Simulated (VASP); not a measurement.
# Zn4SeS3 (P-4m2) in VASP: single point with PBE

Aim: the single point of Zn4SeS3 with PBE.

All numbers are computed with VASP 6.6.1; they aren't measurements. Logs are shortened: lines on timing, memory, paths and dates and some standing lists are left out, and cuts for length are marked.

## Step 1: The cell of the first run

The structure is tetragonal, space group P-4m2 (No. 115). The conventional cell has a = 3.901 Å, b = 3.901 Å, c = 11.028 Å, α = 90.00°, β = 90.00°, γ = 90.00°. Zn (site symmetry 2mm) has 2 S at 2.37 Å and 2 Se at 2.45 Å within 3.1 Å. Zn (site symmetry 2mm) has 4 S at 2.37 Å within 3.1 Å. Se (site symmetry -4m2) has 4 Zn at 2.45 Å within 3.2 Å. Within 3.1 Å of S (site symmetry 2mm) lie 4 Zn at 2.37 Å. S (site symmetry -4m2) has 4 Zn at 2.37 Å within 3.1 Å.

## Step 2: Single point, PBE

Contents of INCAR:

```
ALGO = Normal
EDIFF = 1E-6
ENCUT = 500
GGA = PE
GGA_COMPAT = False
ISIF = 2
ISMEAR = -1
LASPH = True
LCHARG = False
LREAL = False
LWAVE = False
NBANDS = 46
NELM = 120
PREC = Accurate
SIGMA = 0.02
```

Contents of KPOINTS:

```
k-points
0
Gamma
  8 8 4
```

Contents of POSCAR:

```
Zn4SeS3
1.0
    3.9006318382      0.0000000000      0.0000000000
    0.0000000000      3.9006318382      0.0000000000
    0.0000000000      0.0000000000     11.0276126906
Zn Se S
4 1 3
Direct
    0.5000000000      0.0000000000      0.8648751070
    0.0000000000      0.5000000000      0.1351248930
    0.5000000000      0.0000000000      0.3785220884
    0.0000000000      0.5000000000      0.6214779116
    0.0000000000      0.0000000000      0.0000000000
    0.5000000000      0.5000000000      0.2568186923
    0.0000000000      0.0000000000      0.5000000000
    0.5000000000      0.5000000000      0.7431813077
```

Potentials or basis: VASP PAW PBE potentials, release 64 (Zn, Se, S).

On the command line:

```
$ cat potpaw_PBE.64/Zn/POTCAR potpaw_PBE.64/Se/POTCAR potpaw_PBE.64/S/POTCAR > POTCAR
$ mpirun -np 1 vasp_std > vasp.out
```

OUTCAR:

```text
EDIFF = 1E-6
   ENCUT = 500
   GGA = PE
   ISIF = 2
   ISMEAR = -1
   LASPH = True
   LREAL = False
   NELM = 120
   PREC = Accurate

 ion  position               nearest neighbor table
   1  0.500  0.000  0.865-   8 2.37   8 2.37   5 2.45   5 2.45
   2  0.000  0.500  0.135-   6 2.37   6 2.37   5 2.45   5 2.45
   3  0.500  0.000  0.379-   7 2.37   7 2.37   6 2.37   6 2.37
   4  0.000  0.500  0.621-   7 2.37   7 2.37   8 2.37   8 2.37
   5  0.000  0.000  0.000-   1 2.45   2 2.45   2 2.45   1 2.45
   6  0.500  0.500  0.257-   2 2.37   2 2.37   3 2.37   3 2.37
   7  0.000  0.000  0.500-   3 2.37   4 2.37   4 2.37   3 2.37
   8  0.500  0.500  0.743-   1 2.37   1 2.37   4 2.37   4 2.37

  LATTYP: Found a simple tetragonal cell.
 ALAT       =     3.9006318382
 C/A-ratio  =     2.8271349740

  Lattice vectors:

 A1 = (   3.9006318382,   0.0000000000,   0.0000000000)
 A2 = (   0.0000000000,   3.9006318382,   0.0000000000)
 A3 = (   0.0000000000,   0.0000000000,  11.0276126906)

Analysis of symmetry for initial positions (statically):
=====================================================================
 Subroutine PRICEL returns:
 Original cell was already a primitive cell.

 Routine SETGRP: Setting up the symmetry group for a
 simple tetragonal supercell.

 Subroutine GETGRP returns: Found  8 space group operations
 (whereof  8 operations were pure point group operations)
 out of a pool of 16 trial point group operations.

The static configuration has the point symmetry D_2d.

Analysis of symmetry for dynamics (positions and initial velocities):
=====================================================================
 Subroutine PRICEL returns:
 Original cell was already a primitive cell.

 Routine SETGRP: Setting up the symmetry group for a
 simple tetragonal supercell.

 Subroutine GETGRP returns: Found  8 space group operations
 (whereof  8 operations were pure point group operations)
 out of a pool of 16 trial point group operations.

The dynamic configuration has the point symmetry D_2d.

 Subroutine INISYM returns: Found  8 space group operations
 (whereof  8 operations are pure point group operations),
 and found     1 'primitive' translations

----------------------------------------------------------------------------------------

                                     Primitive cell

  volume of cell :     167.7843

  direct lattice vectors                    reciprocal lattice vectors
     3.900631838  0.000000000  0.000000000     0.256368722  0.000000000  0.000000000
     0.000000000  3.900631838  0.000000000     0.000000000  0.256368722  0.000000000
     0.000000000  0.000000000 11.027612691     0.000000000  0.000000000  0.090681458

  length of vectors
     3.900631838  3.900631838 11.027612691     0.256368722  0.256368722  0.090681458

  position of ions in fractional coordinates (direct lattice)
     0.500000000  0.000000000  0.864875107
     0.000000000  0.500000000  0.135124893
     0.500000000  0.000000000  0.378522088
     0.000000000  0.500000000  0.621477912
     0.000000000  0.000000000  0.000000000
     0.500000000  0.500000000  0.256818692
     0.000000000  0.000000000  0.500000000
     0.500000000  0.500000000  0.743181308

  ion indices of the primitive-cell ions
   primitive index   ion index
                 1           1
                 2           2
                 3           3
                 4           4
                 5           5
                 6           6
                 7           7
                 8           8

----------------------------------------------------------------------------------------

 KPOINTS: k-points

Automatic generation of k-mesh.
 Grid dimensions read from file:
 generate k-points for:    8    8    4

 Generating k-lattice:

  Cartesian coordinates                     Fractional coordinates (reciprocal lattice)
     0.032046090  0.000000000  0.000000000     0.125000000  0.000000000  0.000000000
     0.000000000  0.032046090  0.000000000     0.000000000  0.125000000  0.000000000
     0.000000000  0.000000000  0.022670365     0.000000000  0.000000000  0.250000000

  Length of vectors
     0.032046090  0.032046090  0.022670365

  Shift w.r.t. Gamma in fractional coordinates (k-lattice)
     0.000000000  0.000000000  0.000000000

 Subroutine IBZKPT returns following result:
 ===========================================

 Found     45 irreducible k-points:

 Following reciprocal coordinates:
            Coordinates               Weight
  0.000000  0.000000  0.000000      1.000000
  0.125000  0.000000  0.000000      4.000000
  0.250000  0.000000  0.000000      4.000000
  0.375000  0.000000  0.000000      4.000000
  0.500000  0.000000  0.000000      2.000000
  0.125000  0.125000  0.000000      4.000000
[... 16 lines left out ...]
  0.375000  0.125000  0.250000     16.000000
  0.500000  0.125000  0.250000      8.000000
 [... further k-points ...]
   k-points           NKPTS =     45   k-points in BZ     NKDIM =     45   number of bands    NBANDS=     46
   number of dos      NEDOS =    301   number of ions     NIONS =      8
   total plane-waves  NPLWV =  62720
   dimension x,y,z NGX =    28 NGY =   28 NGZ =   80
   dimension x,y,z NGXF=    56 NGYF=   56 NGZF=  160
   ions per type =               4   1   3
   NGX,Y,Z   is equivalent  to a cutoff of  11.93, 11.93, 12.06 a.u.
   NGXF,Y,Z  is equivalent  to a cutoff of  23.87, 23.87, 24.12 a.u.
 SYSTEM =  unknown system
   PREC   = accura    normal or accurate (medium, high low for compatibility)
   ISTART =      0    job   : 0-new  1-cont  2-samecut
   ICHARG =      2    charge: 1-file 2-atom 10-const
   ISPIN  =      1    spin polarized calculation?
   LNONCOLLINEAR =      F non collinear calculations
   LSORBIT =      F    spin-orbit coupling
   LASPH  =      T    aspherical Exc in radial PAW
   ENCUT  =  500.0 eV  36.75 Ry    6.06 a.u.   7.11  7.11 20.11*2*pi/ulx,y,z
   NELM   =    120;   NELMIN=  2; NELMDL= -5     # of ELM steps
   EDIFF  = 0.1E-05   stopping-criterion for ELM
   LREAL  =      F    real-space projection
[... 7 lines left out ...]
   TEBEG  =    0.0;   TEEND  =   0.0 temperature during run
   PSTRESS=    0.0 pullay stress
   NELECT =      72.0000    total number of electrons
   NUPDOWN=      -1.0000    fix difference up-down
   EMIN   =  10.00;   EMAX   =-10.00  energy-range for DOS
   EFERMI =   0.00;   METHOD = LEGACY
   ISMEAR =    -1;   SIGMA  =   0.02  broadening in eV -4-tet -1-fermi 0-gaus
   EFERMI_NEDOS =   21; number of points for ismear=-14 and -15
   IALGO  =     38    algorithm
   IMIX   =      4    mixing-type and parameters
     AMIX     =   0.40;   BMIX     =  1.00
     AMIX_MAG =   1.60;   BMIX_MAG =  1.00
  volume/ion in A,a.u.               =      20.97       141.53
  Fermi-wavevector in a.u.,A,eV,Ry     =   1.234815  2.333462 20.745725  1.524768
  Thomas-Fermi vector in A             =   2.369490
   LORBIT       =      0    0 simple, 1 ext, 2 COOP (PROOUT), +10 PAW based schemes
   GGA     = PE    functional components
   LHFCALC =     F    Hartree Fock is set to
   AEXX    =    0.0000 exact exchange contribution
   IVDW    =     0    specifies the selected vdW correction
   LEPSILON=     F    determine dielectric tensor
   LRPA    =     F    only Hartree local field effects (RPA)
 non-spin polarized calculation
  energy-cutoff  :      500.00
  volume of cell :      167.78
 maximum number of plane-waves:      4282
   NGX = 15   NGY = 15   NGZ = 41

 number of electron      71.9999968 magnetization

 Free energy of the ion-electron system (eV)
  ---------------------------------------------------
  ext. energy  EPLUGINS =         0.00000000
  ---------------------------------------------------
  free energy    TOTEN  =       -26.53320690 eV

  energy without entropy =      -26.53320690  energy(sigma->0) =      -26.53320690

 E-fermi :   2.2801     XC(G=0):  -9.4378

 val. band max:        1.8254511969   @ k =   0.0000   0.0000   0.0000
 cond. band min:       3.5237191888   @ k =   0.0000   0.0000   0.0000
 fundamental gap:      1.6982679918
 Fermi energy:         2.2801057423

 k-point     1 :       0.0000    0.0000    0.0000
  band No.  band energies     occupation
      1     -11.2544      2.00000
      2     -10.7444      2.00000
      3     -10.7205      2.00000
      4     -10.1188      2.00000
      5      -4.6020      2.00000
      6      -4.5911      2.00000
[... 38 lines left out ...]
     45       8.0174      0.00000
     46       8.0337      0.00000

 k-point     2 :       0.1250    0.0000    0.0000
  band No.  band energies     occupation
      1     -11.1819      2.00000
      2     -10.7003      2.00000
      3     -10.6745      2.00000
      4     -10.1189      2.00000
      5      -4.5749      2.00000
      6      -4.5640      2.00000
[... 38 lines left out ...]
     45       8.1285      0.00000
     46       8.3340      0.00000

 k-point     3 :       0.2500    0.0000    0.0000
  band No.  band energies     occupation
      1     -10.9815      2.00000
      2     -10.5896      2.00000
      3     -10.5590      2.00000
      4     -10.1399      2.00000
      5      -4.5480      2.00000
      6      -4.5311      2.00000
[... 38 lines left out ...]
     45       8.4374      0.00000
     46       8.7729      0.00000

 k-point     4 :       0.3750    0.0000    0.0000
  band No.  band energies     occupation
      1     -10.7054      2.00000
      2     -10.4720      2.00000
      3     -10.4368      2.00000
      4     -10.2289      2.00000
      5      -4.4981      2.00000
      6      -4.4789      2.00000
[... 920 lines left out ...]
     45       8.7261      0.00000
     46       8.8153      0.00000

 k-point    23 :       0.3750    0.1250    0.2500
  band No.  band energies     occupation
      1     -10.6336      2.00000
      2     -10.4991      2.00000
      3     -10.3302      2.00000
      4     -10.2161      2.00000
      5      -4.5243      2.00000
      6      -4.4709      2.00000
[... 38 lines left out ...]
     45       8.8543      0.00000
     46       9.0192      0.00000

 k-point    24 :       0.5000    0.1250    0.2500
  band No.  band energies     occupation
      1     -10.3991      2.00000
      2     -10.3982      2.00000
      3     -10.3846      2.00000
      4     -10.3132      2.00000
      5      -4.4831      2.00000
      6      -4.4731      2.00000
[... 38 lines left out ...]
     45       8.7104      0.00000
     46       8.8246      0.00000

 [... further k-points ...]
[... 5 lines left out ...]
  --------------------------------------------------------------------------------------
  -------------------------------------------------------------------------------------
  Total        0.1705532      0.1705532      0.1633904      0.0000000      0.0000000      0.0000000
  in kB        1.6286168      1.6286168      1.5602190      0.0000000      0.0000000      0.0000000
  external PRESSURE =       1.6058176 kB  Pullay stress =       0.0000000 kB

 VOLUME and BASIS-vectors are now :
 -----------------------------------------------------------------------------
  energy-cutoff  :      500.00
  volume of cell :      167.78
      direct lattice vectors                 reciprocal lattice vectors
     3.900631838  0.000000000  0.000000000     0.256368722  0.000000000  0.000000000
     0.000000000  3.900631838  0.000000000     0.000000000  0.256368722  0.000000000
     0.000000000  0.000000000 11.027612691     0.000000000  0.000000000  0.090681458

 POSITION                                       TOTAL-FORCE (eV/Angst)
 -----------------------------------------------------------------------------------
      1.95032      0.00000      9.53751        -0.000000     -0.000000     -0.005022
      0.00000      1.95032      1.49010         0.000000      0.000000      0.005022
      1.95032      0.00000      4.17419         0.000000      0.000000      0.000303
      0.00000      1.95032      6.85342         0.000000      0.000000     -0.000303
      0.00000      0.00000      0.00000         0.000000      0.000000      0.000000
      1.95032      1.95032      2.83210         0.000000     -0.000000      0.000840
      0.00000      0.00000      5.51381         0.000000      0.000000      0.000000
      1.95032      1.95032      8.19552         0.000000     -0.000000     -0.000840
 -----------------------------------------------------------------------------------
    total drift:                                0.000000     -0.000000     -0.000000

  FREE ENERGIE OF THE ION-ELECTRON SYSTEM (eV)
  ---------------------------------------------------
  free  energy   TOTEN  =       -26.5332068982 eV

  energy  without entropy=      -26.5332068982  energy(sigma->0) =      -26.53320690
```

Wall time 10 min (1 thread of AMD EPYC 7R13, shared host); peak memory 0.38 GiB.

What came out:

```
Free energy            : -26.5332 eV
Pressure               : 0.2 GPa
Largest force          : 0.005 eV/Å
Band gap on the k mesh : 1.70 eV, direct
```

Forces in eV/Å, atoms in the order of the input:
```
Zn   0.000  0.000 -0.005
Zn   0.000  0.000  0.005
Zn   0.000  0.000  0.000
Zn   0.000  0.000  0.000
Se   0.000  0.000  0.000
S    0.000  0.000  0.001
S    0.000  0.000  0.000
S    0.000  0.000 -0.001
```
